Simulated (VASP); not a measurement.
# TaN in VASP: further runs

TaN is run at these levels: PBEsol; tasks: single point.

Everything below comes from runs of VASP 6.6.1. Logs are shortened: lines on timing, memory, paths and dates and some standing lists are left out, and cuts for length are marked.

### 1 The cell of the first run

It takes space group R-3m (No. 166, trigonal). Conventional cell: a = 3.036 Å, b = 3.036 Å, c = 7.754 Å, α = 90.00°, β = 90.00°, γ = 120.00°. Within 2.9 Å of Ta (site symmetry -3m) lie 6 N at 2.18 Å. N (site symmetry -3m) has 6 Ta at 2.18 Å within 2.9 Å.

### 2 Single point, PBEsol

The input, INCAR:

```
PREC = Accurate
ENCUT = 520
EDIFF = 1E-6
ISMEAR = 0
SIGMA = 0.1
LREAL = False
LASPH = True
NELM = 80
ALGO = Normal
ISIF = 2
LWAVE = False
LCHARG = True
GGA = PS
LELF = True
LVHAR = True
ISYM = 0
NBANDS = 15
```

The input, KPOINTS:

```
Automatic mesh
0
Gamma
  12 12 13
```

The input, POSCAR:

```
TaN
1.0
    3.0358717253      0.0000000000      0.0000000000
   -1.5179358626      2.6291420367      0.0000000000
    1.5179358626      0.8763806789      2.5845417070
Ta N
1 1
Direct
    0.0000000000      0.0000000000      0.0000000000
    0.0000000000      0.5000000000      0.5000000000
```

Potentials or basis: VASP PAW PBE potentials, release 64 (Ta_pv, N).

Launch:

```console
> cat potpaw_PBE.64/Ta_pv/POTCAR potpaw_PBE.64/N/POTCAR > POTCAR
> mpirun -np 1 vasp_std > vasp.out
```

OUTCAR:

```text
PREC = Accurate
   ENCUT = 520
   EDIFF = 1E-6
   ISMEAR = 0
   LREAL = False
   LASPH = True
   NELM = 80
   ISIF = 2
   GGA = PS
   ISYM = 0

 ion  position               nearest neighbor table
   1  0.000  0.000  0.000-   2 2.18   2 2.18   2 2.18   2 2.18   2 2.18   2 2.18
   2  0.000  0.500  0.500-   1 2.18   1 2.18   1 2.18   1 2.18   1 2.18   1 2.18

IMPORTANT INFORMATION: All symmetrisations will be switched off!
NOSYMM: (Re-)initialisation of all symmetry stuff for point group C_1.

----------------------------------------------------------------------------------------

                                     Primitive cell

  volume of cell :      20.6291

  direct lattice vectors                    reciprocal lattice vectors
     3.035871725  0.000000000  0.000000000     0.329394681  0.190176108 -0.257943861
    -1.517935863  2.629142037  0.000000000     0.000000000  0.380352216 -0.128971930
     1.517935863  0.876380679  2.584541707     0.000000000  0.000000000  0.386915791

  length of vectors
     3.035871725  3.035871725  3.122823756     0.459568106  0.401623664  0.386915791

  position of ions in fractional coordinates (direct lattice)
     0.000000000  0.000000000  0.000000000
     0.000000000  0.500000000  0.500000000

  ion indices of the primitive-cell ions
   primitive index   ion index
                 1           1
                 2           2

----------------------------------------------------------------------------------------

 KPOINTS: Automatic mesh

Automatic generation of k-mesh.
 Grid dimensions read from file:
 generate k-points for:   12   12   13

 Generating k-lattice:

  Cartesian coordinates                     Fractional coordinates (reciprocal lattice)
     0.027449557  0.015848009 -0.021495322     0.083333333 -0.000000000  0.000000000
     0.000000000  0.031696018 -0.010747661     0.000000000  0.083333333  0.000000000
     0.000000000  0.000000000  0.029762753     0.000000000  0.000000000  0.076923077

  Length of vectors
     0.038297342  0.033468639  0.029762753

  Shift w.r.t. Gamma in fractional coordinates (k-lattice)
     0.000000000  0.000000000  0.000000000

 -----------------------------------------------------------------------------
|                                                                             |
|           W    W    AA    RRRRR   N    N  II  N    N   GGGG   !!!           |
|           W    W   A  A   R    R  NN   N  II  NN   N  G    G  !!!           |
|           W    W  A    A  R    R  N N  N  II  N N  N  G       !!!           |
|           W WW W  AAAAAA  RRRRR   N  N N  II  N  N N  G  GGG   !            |
|           WW  WW  A    A  R   R   N   NN  II  N   NN  G    G                |
|           W    W  A    A  R    R  N    N  II  N    N   GGGG   !!!           |
|                                                                             |
|     Your reciprocal lattice and k-lattice belong to different lattice       |
|     classes:                                                                |
|                                                                             |
|        The reciprocal lattice is rhombohedral (trigonal),                   |
|        whereas your k-lattice is base-centered monoclinic.                  |
|                                                                             |
|     Results are often still useful ...                                      |
|                                                                             |
 -----------------------------------------------------------------------------

 WARNING: IBZKPT: internal override: KBLOWUP is changed to .FALSE.
      ... skipping the blow-up phase ...

 Subroutine IBZKPT returns following result:
 ===========================================

 Found    938 irreducible k-points:

 Following reciprocal coordinates:
            Coordinates               Weight
  0.000000  0.000000  0.000000      1.000000
  0.083333  0.000000 -0.000000      2.000000
  0.166667  0.000000  0.000000      2.000000
  0.250000  0.000000 -0.000000      2.000000
  0.333333  0.000000 -0.000000      2.000000
  0.416667  0.000000 -0.000000      2.000000
[... 16 lines left out ...]
  0.250000  0.166667 -0.000000      2.000000
  0.333333  0.166667  0.000000      2.000000
 [... further k-points ...]
   k-points           NKPTS =    938   k-points in BZ     NKDIM =    938   number of bands    NBANDS=     15
   number of dos      NEDOS =    301   number of ions     NIONS =      2
   total plane-waves  NPLWV =  13824
   dimension x,y,z NGX =    24 NGY =   24 NGZ =   24
   dimension x,y,z NGXF=    48 NGYF=   48 NGZF=   48
   ions per type =               1   1
   NGX,Y,Z   is equivalent  to a cutoff of  13.14, 13.14, 12.78 a.u.
   NGXF,Y,Z  is equivalent  to a cutoff of  26.29, 26.29, 25.55 a.u.
 SYSTEM =  unknown system
   PREC   = accura    normal or accurate (medium, high low for compatibility)
   ISTART =      0    job   : 0-new  1-cont  2-samecut
   ICHARG =      2    charge: 1-file 2-atom 10-const
   ISPIN  =      1    spin polarized calculation?
   LNONCOLLINEAR =      F non collinear calculations
   LSORBIT =      F    spin-orbit coupling
   LASPH  =      T    aspherical Exc in radial PAW
   ENCUT  =  520.0 eV  38.22 Ry    6.18 a.u.   5.64  5.64  5.81*2*pi/ulx,y,z
   NELM   =     80;   NELMIN=  2; NELMDL= -5     # of ELM steps
   EDIFF  = 0.1E-05   stopping-criterion for ELM
   LREAL  =      F    real-space projection
   EDIFFG = 0.1E-04   stopping-criterion for IOM
   NSW    =      0    number of steps for IOM
   IBRION =     -1    ionic relax: 0-MD 1-quasi-New 2-CG
   NFREE  =      0    steps in history (QN), initial steepest desc. (CG)
   ISIF   =      2    stress and relaxation
   ISYM   =      0    0-nonsym 1-usesym 2-fastsym
   POTIM  = 0.5000    time-step for ionic-motion
   TEBEG  =    0.0;   TEEND  =   0.0 temperature during run
   PSTRESS=    0.0 pullay stress
   NELECT =      16.0000    total number of electrons
   NUPDOWN=      -1.0000    fix difference up-down
   EMIN   =  10.00;   EMAX   =-10.00  energy-range for DOS
   EFERMI =   0.00;   METHOD = LEGACY
   ISMEAR =     0;   SIGMA  =   0.10  broadening in eV -4-tet -1-fermi 0-gaus
   EFERMI_NEDOS =   21; number of points for ismear=-14 and -15
   IALGO  =     38    algorithm
   IMIX   =      4    mixing-type and parameters
     AMIX     =   0.40;   BMIX     =  1.00
     AMIX_MAG =   1.60;   BMIX_MAG =  1.00
  volume/ion in A,a.u.               =      10.31        69.61
  Fermi-wavevector in a.u.,A,eV,Ry     =   1.504138  2.842410 30.782264  2.262433
  Thomas-Fermi vector in A             =   2.615157
   LORBIT       =      0    0 simple, 1 ext, 2 COOP (PROOUT), +10 PAW based schemes
   GGA     = PS    functional components
   LHFCALC =     F    Hartree Fock is set to
   AEXX    =    0.0000 exact exchange contribution
   IVDW    =     0    specifies the selected vdW correction
   LEPSILON=     F    determine dielectric tensor
   LRPA    =     F    only Hartree local field effects (RPA)
 non-spin polarized calculation
 Gauss-broadening in eV      SIGMA  =   0.10
  energy-cutoff  :      520.00
  volume of cell :       20.63
 maximum number of plane-waves:       571
   NGX = 11   NGY = 11   NGZ = 11

 number of electron      15.9999998 magnetization

 Free energy of the ion-electron system (eV)
  ---------------------------------------------------
  ext. energy  EPLUGINS =         0.00000000
  ---------------------------------------------------
  free energy    TOTEN  =       -23.19409610 eV

  energy without entropy =      -23.18933491  energy(sigma->0) =      -23.19171551

 E-fermi :   9.6831     XC(G=0): -13.7571

 val. band max:        9.6739827665   @ k =   0.0833  -0.0833   0.2308
 cond. band min:       9.6872800370   @ k =  -0.2500   0.3333   0.3077
 fundamental gap:      0.0132972705
 Fermi energy:         9.6830543213

 k-point     1 :       0.0000    0.0000    0.0000
  band No.  band energies     occupation
      1     -25.9979      2.00000
      2     -25.8946      2.00000
      3     -25.8931      2.00000
      4      -9.3310      2.00000
      5       5.6857      2.00000
      6       5.9413      2.00000
      7       5.9420      2.00000
      8       7.0296      2.00000
      9       7.7156      2.00000
     10       7.7173      2.00000
     11       9.7833      0.15621
     12       9.7847      0.15049
     13      11.5832      0.00000
     14      19.1349      0.00000
     15      22.1474      0.00000

 k-point     2 :       0.0833    0.0000   -0.0000
  band No.  band energies     occupation
      1     -26.0333      2.00000
      2     -25.9473      2.00000
      3     -25.9156      2.00000
      4      -9.0967      2.00000
      5       4.3875      2.00000
      6       5.3181      2.00000
      7       5.5303      2.00000
      8       7.0919      2.00000
      9       8.1528      2.00000
     10       8.4887      2.00000
     11       9.9086      0.00142
     12      10.8091      0.00000
     13      12.5381      0.00000
     14      19.8542      0.00000
     15      22.1470      0.00000

 k-point     3 :       0.1667    0.0000    0.0000
  band No.  band energies     occupation
      1     -26.1721      2.00000
      2     -26.0427      2.00000
      3     -25.9728      2.00000
      4      -8.5221      2.00000
      5       2.4689      2.00000
      6       4.8121      2.00000
      7       5.0548      2.00000
      8       6.3302      2.00000
      9       9.6271      1.57147
     10       9.9257      0.00060
     11      10.3011      0.00000
     12      11.5680      0.00000
     13      15.2189      0.00000
     14      21.7443      0.00000
     15      22.1454      0.00000
[... 343 lines left out ...]
 k-point    23 :       0.2500    0.1667   -0.0000
  band No.  band energies     occupation
      1     -26.6202      2.00000
      2     -26.1865      2.00000
      3     -26.1720      2.00000
      4      -7.4354      2.00000
      5       1.2739      2.00000
      6       3.1203      2.00000
      7       3.7272      2.00000
      8       6.6210      2.00000
      9      12.0527      0.00000
     10      12.7266      0.00000
     11      13.2107      0.00000
     12      14.3253      0.00000
     13      18.4092      0.00000
     14      20.7340      0.00000
     15      22.1807      0.00000

 k-point    24 :       0.3333    0.1667    0.0000
  band No.  band energies     occupation
      1     -26.6728      2.00000
      2     -26.2853      2.00000
      3     -26.2352      2.00000
      4      -7.5976      2.00000
      5       2.1769      2.00000
      6       3.0661      2.00000
      7       3.8902      2.00000
      8       6.3964      2.00000
      9      12.5459      0.00000
     10      13.0640      0.00000
     11      13.4365      0.00000
     12      14.9610      0.00000
     13      17.8125      0.00000
     14      19.7693      0.00000
     15      22.1658      0.00000

 [... further k-points ...]
[... 5 lines left out ...]
  --------------------------------------------------------------------------------------
  -------------------------------------------------------------------------------------
  Total        1.1236723      1.1188687      0.3738866      0.0041629     -0.0121637     -0.0210688
  in kB       87.2708596     86.8977853     29.0381871      0.3233172     -0.9447033     -1.6363255
  external PRESSURE =      67.7356107 kB  Pullay stress =       0.0000000 kB

 VOLUME and BASIS-vectors are now :
 -----------------------------------------------------------------------------
  energy-cutoff  :      520.00
  volume of cell :       20.63
      direct lattice vectors                 reciprocal lattice vectors
     3.035871725  0.000000000  0.000000000     0.329394681  0.190176108 -0.257943861
    -1.517935863  2.629142037  0.000000000     0.000000000  0.380352216 -0.128971930
     1.517935863  0.876380679  2.584541707     0.000000000  0.000000000  0.386915791

 POSITION                                       TOTAL-FORCE (eV/Angst)
 -----------------------------------------------------------------------------------
      0.00000      0.00000      0.00000         0.000000      0.000000      0.000000
      0.00000      1.75276      1.29227        -0.000000     -0.000000     -0.000000
 -----------------------------------------------------------------------------------
    total drift:                               -0.000000     -0.000000     -0.000000

  FREE ENERGIE OF THE ION-ELECTRON SYSTEM (eV)
  ---------------------------------------------------
  free  energy   TOTEN  =       -23.1940961003 eV

  energy  without entropy=      -23.1893349104  energy(sigma->0) =      -23.19171551
```

It took 95 s on 1 thread of Intel Xeon Platinum 8559C (Emerald Rapids), shared host; peak memory 0.39 GiB.

What came out:

```
Free energy            : -23.1941 eV
Pressure               : 6.8 GPa
Band gap on the k mesh : zero (band 8 reaches 11.40 eV, above the bottom of band 9 at 7.72 eV)
```

Caveat: the PAW data sets were made with another functional, which shifts forces and pressure a little; spin-orbit coupling is left out, which moves the levels of the heavy elements.

[end of part 1 of 2]
